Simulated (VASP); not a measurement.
Set up this calculation in VASP 6.6.1, as the native input.

```yaml
Task: single point
Functional: r2SCAN
Potentials_or_basis: VASP PAW PBE potentials, release 64 (Ba_sv, Ti_sv, O)
Cutoff: 520 eV
k_mesh: 6 × 6 × 6
Occupations: gaussian, width 0.01 eV
Spin: no spin polarisation
Dipole_correction: no
Further_INCAR_settings: ALGO = Normal; EDIFF = 1e-06; NBANDS = 28
```

BaTiO3:

```
Ba Ti O
1.0
     3.99410    0.00000    0.00000
     0.00000    3.99410    0.00000
     0.00000    0.00000    3.99410
Ba Ti O
1 1 3
Direct
  0.00000 0.00000 0.00000
  0.50000 0.50000 0.50000
  0.50000 0.50000 0.00000
  0.50000 0.00000 0.50000
  0.00000 0.50000 0.50000
```

The input as run:

POSCAR

```
BaTiO3
1.0
    3.9940965204      0.0000000000      0.0000000000
    0.0000000000      3.9940965204      0.0000000000
    0.0000000000      0.0000000000      3.9940965204
Ba Ti O
1 1 3
Direct
    0.0000000000      0.0000000000      0.0000000000
    0.5000000000      0.5000000000      0.5000000000
    0.5000000000      0.5000000000      0.0000000000
    0.5000000000      0.0000000000      0.5000000000
    0.0000000000      0.5000000000      0.5000000000
```

INCAR.step1

```
SYSTEM = BaTiO3
ALGO = Normal
EDIFF = 1E-4
ENCUT = 520
GGA = PE
ISMEAR = 0
LASPH = .TRUE.
LCHARG = .FALSE.
LREAL = .FALSE.
LWAVE = .TRUE.
NBANDS = 28
NELM = 100
PREC = Accurate
SIGMA = 0.01
```

INCAR.step2

```
SYSTEM = BaTiO3
ALGO = Normal
EDIFF = 1E-6
ENCUT = 520
ISIF = 2
ISMEAR = 0
ISTART = 1
LASPH = .TRUE.
LCHARG = .FALSE.
LMIXTAU = .TRUE.
LREAL = .FALSE.
LWAVE = .FALSE.
METAGGA = R2SCAN
NBANDS = 28
NELM = 100
PREC = Accurate
SIGMA = 0.01
```

KPOINTS

```
k-points
0
G
  6 6 6
  0 0 0
```

Potentials or basis: VASP PAW PBE potentials, release 64 (Ba_sv, Ti_sv, O).

Launch:

```sh
$ cat potpaw_PBE.64/Ba_sv/POTCAR potpaw_PBE.64/Ti_sv/POTCAR potpaw_PBE.64/O/POTCAR > POTCAR
$ cp INCAR.step1 INCAR
$ mpirun -np 1 vasp_std > vasp.out
$ cp INCAR.step2 INCAR
$ mpirun -np 1 vasp_std > vasp.out
```

Results of the run:

* Pressure: 2.0 GPa
* Band gap on the k mesh: 2.15 eV, indirect (least direct gap 2.30 eV)

Caveat: the PAW data sets were made with another functional, which shifts forces and pressure a little; spin-orbit coupling is left out, which moves the levels of the heavy elements.

Run time: 4.2 min on 1 thread of Intel Xeon 8259CL, on a shared host, peak memory 0.19 GiB.
